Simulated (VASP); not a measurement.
Runs of VASP 6.6.1 on Cu. The structure is that of space group Pm-3m (No. 221), or close to it. The cells are those of the table. 

```csv
task,cell,cutoff (eV),gap on the mesh (eV),pressure (GPa)
relaxation of cell and atoms,"relaxed to 290 GPa from a = 1.946 Å, 1 atom",600,none,290.0
single point,"a = 1.947 Å, 1 atom",520,none,292.6
single point,"a = 1.946 Å, 1 atom",520,none,(a)
relaxation of cell and atoms,"relaxed to 290 GPa from a = 1.919 Å, 1 atom",600,none,290.1
```

Alike in all rows: level PBEsol; potentials or basis VASP PAW PBE potentials, release 64 (Cu); no spin polarisation; k mesh 19 × 19 × 19; smearing fermi-dirac 0.08 eV.

Question: Estimate the missing entries.

Answer: (a) 293.1.

Caveats: the PAW data sets were made with another functional, which shifts forces and pressure a little; the cell is relaxed towards a set pressure, so the enthalpy falls and the energy may rise (some runs).

A gap of «none» marks levels without a gap at the run's occupations.
